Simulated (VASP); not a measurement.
The system is GaP.

```xyz
2
Lattice="0.0000 2.7255 2.7255 2.7255 0.0000 2.7255 2.7255 2.7255 0.0000" Properties=species:S:1:pos:R:3 pbc="T T T"
Ga    0.0000    0.0000    0.0000
P     1.3627    1.3627    1.3627
```

Program: VASP 6.6.1. Alike in all runs: task single point; no spin polarisation; cell as given; k mesh 10 × 10 × 10; cutoff (eV) 520; smearing gaussian 0.03 eV.

Task: Order these runs on this cell by their pressure, lowest first.
A. level PBE; potentials or basis VASP PAW PBE potentials, release 64 (Ga_d, P)
B. level r2SCAN; potentials or basis VASP PAW PBE potentials, release 64 (Ga_d, P)
C. level LDA; potentials or basis VASP PAW LDA potentials, release 64 (Ga_d, P)

Result: C (-2.7 GPa), B (0.0 GPa), A (2.5 GPa).

Caveats: the PAW data sets were made with another functional, which shifts forces and pressure a little (some runs).
